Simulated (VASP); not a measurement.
# Si (P6_3/mmc) in VASP: further runs, part 2 of 2

VASP 6.6.1. Earlier steps stand in the parts before.

## (4) Single point, LDA

This run uses another cell than the first one, of the same volume but with other edges.

INCAR reads:

```
SYSTEM = Si
ALGO     = Normal         ! electronic algorithm
EDIFF    = 1E-7           ! SCF threshold, eV
ENCUT    = 520            ! plane-wave cutoff, eV
GGA      = CA             ! functional
ISIF     = 2              ! what is computed and relaxed
ISMEAR   = 0              ! smearing method
LASPH    = .TRUE.         ! aspherical terms in the spheres
LCHARG   = .FALSE.        ! write CHGCAR
LREAL    = .FALSE.        ! projectors in reciprocal space
LWAVE    = .FALSE.        ! write WAVECAR
NBANDS   = 16             ! bands
NELM     = 60             ! most SCF steps
PREC     = Accurate       ! precision mode
SIGMA    = 0.03           ! smearing width, eV
```

KPOINTS reads:

```
k-points
0
G
  12 12 6
  0 0 0
```

POSCAR reads:

```
Si
1.0
    3.9671651941      0.0000000000      0.0000000000
   -1.9835825971      3.4356658391      0.0000000000
    0.0000000000      0.0000000000      5.7750023730
Si
4
Direct
    0.3333333333      0.6666666667      0.0534951140
    0.6666666667      0.3333333333      0.5534951140
    0.3333333333      0.6666666667      0.4465048860
    0.6666666667      0.3333333333      0.9465048860
```

Potentials or basis: VASP PAW LDA potentials, release 64 (Si).

Started as:

```
$ cat potpaw_LDA.64/Si/POTCAR > POTCAR
$ mpirun -np 1 vasp_std > vasp.out
```

OUTCAR:

```text
SYSTEM = Si
   EDIFF = 1E-7
   ENCUT = 520
   GGA = CA
   ISIF = 2
   ISMEAR = 0
   LASPH = .TRUE.
   LREAL = .FALSE.
   NELM = 60
   PREC = Accurate

 ion  position               nearest neighbor table
   1  0.333  0.667  0.053-   3 2.27   4 2.37   4 2.37   4 2.37
   2  0.667  0.333  0.553-   4 2.27   3 2.37   3 2.37   3 2.37
   3  0.333  0.667  0.447-   1 2.27   2 2.37   2 2.37   2 2.37
   4  0.667  0.333  0.947-   2 2.27   1 2.37   1 2.37   1 2.37

  LATTYP: Found a hexagonal cell.
 ALAT       =     3.9671651941
 C/A-ratio  =     1.4557000000

  Lattice vectors:

 A1 = (   3.9671651941,   0.0000000000,   0.0000000000)
 A2 = (  -1.9835825971,   3.4356658391,   0.0000000000)
 A3 = (   0.0000000000,   0.0000000000,   5.7750023730)

Analysis of symmetry for initial positions (statically):
=====================================================================
 Subroutine PRICEL returns:
 Original cell was already a primitive cell.

 Routine SETGRP: Setting up the symmetry group for a
[... 174 lines left out ...]

 E-fermi :   5.9832     XC(G=0):  -9.6637

 val. band max:        5.9556462963   @ k =   0.0833  -0.0000   0.0000
 cond. band min:       6.0001742470   @ k =   0.4167   0.0000   0.1667
 fundamental gap:      0.0445279508
 Fermi energy:         5.9831978980

 k-point     1 :       0.0000    0.0000    0.0000
  band No.  band energies     occupation
      1      -6.1639      2.00000
      2      -3.0422      2.00000
      3      -0.9008      2.00000
      4       3.9279      2.00000
      5       3.9279      2.00000
      6       5.6077      2.00000
[... 433 lines left out ...]
      3      -1.0473      2.00000
      4       1.5287      2.00000
      5       1.6527      2.00000
      6       2.9055      2.00000
[... 8 lines left out ...]
     15      12.4067      0.00000
     16      13.3448      0.00000

 [... further k-points ...]

------------------------ aborting loop because EDIFF is reached ----------------------------------------

  FORCE on cell =-STRESS in cart. coord.  units (eV):
  Direction    XX          YY          ZZ          XY          YZ          ZX
  --------------------------------------------------------------------------------------
  -------------------------------------------------------------------------------------
  Total       -3.4508076     -3.4508076      7.5478367      0.0000000      0.0000000      0.0000000
  in kB      -70.2405589    -70.2405589    153.6348378      0.0000000      0.0000000      0.0000000
  external PRESSURE =       4.3845734 kB  Pullay stress =       0.0000000 kB

 VOLUME and BASIS-vectors are now :
 -----------------------------------------------------------------------------
  energy-cutoff  :      520.00
  volume of cell :       78.71
      direct lattice vectors                 reciprocal lattice vectors
     3.967165194  0.000000000  0.000000000     0.252069160  0.145532198  0.000000000
    -1.983582597  3.435665839  0.000000000     0.000000000  0.291064395  0.000000000
     0.000000000  0.000000000  5.775002373     0.000000000  0.000000000  0.173160102

 POSITION                                       TOTAL-FORCE (eV/Angst)
 -----------------------------------------------------------------------------------
     -0.00000      2.29044      0.30893         0.000000      0.000000     -0.210550
      1.98358      1.14522      3.19644         0.000000      0.000000     -0.210550
     -0.00000      2.29044      2.57857         0.000000     -0.000000      0.210550
      1.98358      1.14522      5.46607        -0.000000     -0.000000      0.210550
 -----------------------------------------------------------------------------------
    total drift:                               -0.000000      0.000000     -0.000000

  FREE ENERGIE OF THE ION-ELECTRON SYSTEM (eV)
  ---------------------------------------------------
  free  energy   TOTEN  =       -23.3406847958 eV

  energy  without entropy=      -23.3403701015  energy(sigma->0) =      -23.34052745
```

OSZICAR:

```text
N       E                     dE             d eps       ncg     rms          rms(c)
DAV:   1     0.243013367663E+02    0.24301E+02   -0.59315E+03  2432   0.818E+02
DAV:   2    -0.220710520985E+02   -0.46372E+02   -0.42023E+02  3336   0.123E+02
DAV:   3    -0.239315465773E+02   -0.18605E+01   -0.18464E+01  3280   0.230E+01
DAV:   4    -0.239543990858E+02   -0.22853E-01   -0.22844E-01  3072   0.329E+00
DAV:   5    -0.239548277247E+02   -0.42864E-03   -0.42858E-03  3384   0.423E-01    0.724E+00
DAV:   6    -0.235162143113E+02    0.43861E+00   -0.20339E-01  3000   0.222E+00    0.429E+00
DAV:   7    -0.233428907937E+02    0.17332E+00   -0.35792E-01  3040   0.289E+00    0.444E-01
DAV:   8    -0.233409327003E+02    0.19581E-02   -0.43606E-02  2888   0.118E+00    0.301E-01
DAV:   9    -0.233411740744E+02   -0.24137E-03   -0.34340E-03  3072   0.333E-01    0.148E-01
DAV:  10    -0.233406775752E+02    0.49650E-03   -0.10662E-03  3032   0.181E-01    0.333E-02
DAV:  11    -0.233406901461E+02   -0.12571E-04   -0.12791E-04  3296   0.549E-02    0.384E-02
DAV:  12    -0.233406911000E+02   -0.95386E-06   -0.36691E-06  3008   0.120E-02    0.561E-02
DAV:  13    -0.233406846475E+02    0.64525E-05   -0.13210E-05  3064   0.188E-02    0.398E-03
DAV:  14    -0.233406847963E+02   -0.14877E-06   -0.16374E-06  3088   0.678E-03    0.135E-03
DAV:  15    -0.233406847958E+02    0.47112E-09   -0.18280E-08  1888   0.902E-04
   1 F= -.23340685E+02 E0= -.23340527E+02  d E =-.314694E-03
```

stdout:

```text
POSCAR found type information on POSCAR Si
 POSCAR found :  1 types and       4 ions
 scaLAPACK will be used
 LDA part: xc-table for (Slater(with rela. corr.)+CA(PZ))
 , standard interpolation
 POSCAR, INCAR and KPOINTS ok, starting setup
 FFT: planning ... GRIDC
 FFT: planning ... GRID_SOFT
 FFT: planning ... GRID
 WAVECAR not read
 entering main loop
```

Run time: 77 s. Hardware: 1 thread of Intel Xeon Platinum 8488C (Sapphire Rapids), shared host; peak memory 0.2 GiB.

Results:

```
Free energy            : -23.3407 eV
Pressure               : 0.4 GPa
Largest force          : 0.211 eV/Å
Band gap on the k mesh : zero (bands 8 and 9 overlap by 0.31 eV)
```

Forces in eV/Å, atoms in the order of the input:
```
Si   0.000  0.000 -0.211
Si   0.000  0.000 -0.211
Si   0.000  0.000  0.211
Si   0.000  0.000  0.211
```

Caveat: semilocal functionals underestimate gaps, so a narrow gap can read as zero.

## (5) The runs side by side

```tsv
cell	gap on the mesh (eV)	pressure (GPa)	largest force (eV/Å)
a = 3.909, b = 3.909, c = 5.949 Å, angles 90.0, 90.0, 120.0°, 4 atoms, atomic positions A	none	11.1	8.75
a = 3.752, b = 3.752, c = 6.455 Å, angles 90.0, 90.0, 120.0°, 4 atoms, atomic positions B	none	-0.3	1.32
a = 3.967, b = 3.967, c = 5.775 Å, angles 90.0, 90.0, 120.0°, 4 atoms, atomic positions C	none	0.4	0.21
```

Alike in all rows: task single point; level LDA; potentials or basis VASP PAW LDA potentials, release 64 (Si); no spin polarisation; k mesh 12 × 12 × 6; cutoff (eV) 520; smearing gaussian 0.03 eV.

Caveats: forces of over 1 eV/Å act on the atoms, so gaps and moduli don't describe the material at rest (at least some runs); semilocal functionals underestimate gaps, so a narrow gap can read as zero (at least some runs); the cell stands under pressure (at least some runs).

Total energies depend on the potentials used, so only differences within one code and one set of settings carry meaning.
